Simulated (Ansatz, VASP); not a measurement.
## BeCd2S3 in VASP and in Ansatz

```xyz
12
Lattice="2.0426 0.0000 -6.3603 6.7621 0.0000 -0.0095 3.3810 -5.9657 -0.0048" Properties=species:S:1:pos:R:3 pbc="T T T"
Be    7.7956   -0.9023   -3.1496
Be    5.4359   -5.0633   -6.3250
Cd    7.8125   -4.9419   -3.1792
Cd    4.3792   -3.1046   -3.1813
Cd    5.4528   -1.0238   -6.3546
Cd    8.7816   -2.8611   -6.3662
S     3.0571   -1.0177   -2.5266
S    10.1611   -5.2388   -2.1678
S     6.8119   -2.6778   -2.5401
S     7.4595   -4.9480   -5.7115
S     7.8014   -0.7269   -5.3432
S     4.4522   -3.2879   -5.7155
```

Alike in both runs: task single point; functional PBE; k mesh 2 × 4 × 4; occupations gaussian, width 0.1 eV; no spin polarisation.

|  | VASP | Ansatz |
| --- | --- | --- |
| version | VASP 6.6.1 | Ansatz 0.2.0 |
| potentials or method | VASP PAW PBE potentials, release 64 (Be, Cd, S), cutoff 520 eV | scalar-relativistic, plane waves, PAW |
| valence electrons in the cell | 88 | 120 |

|  | VASP | Ansatz | Ansatz less VASP |
| --- | --- | --- | --- |
| gap on the k mesh at the Fermi level (eV) | 1.83 | 1.82 | -0.011 |
| least direct gap on the mesh (eV) | 1.83 | 1.82 | -0.011 |
| pressure (GPa) | 0.2 | 0.0 | -0.26 |
| rms of the force components (eV/Å) | 0.016 | 0.009 | -0.0077 |

Atom by atom the forces differ by 0.015 eV/Å (rms over components). VASP's potentials hold 88 valence electrons a cell and Ansatz's 120, so a difference there can come from the potentials and not from the codes.

The k mesh is coarse, so the values compare programs but aren't converged.
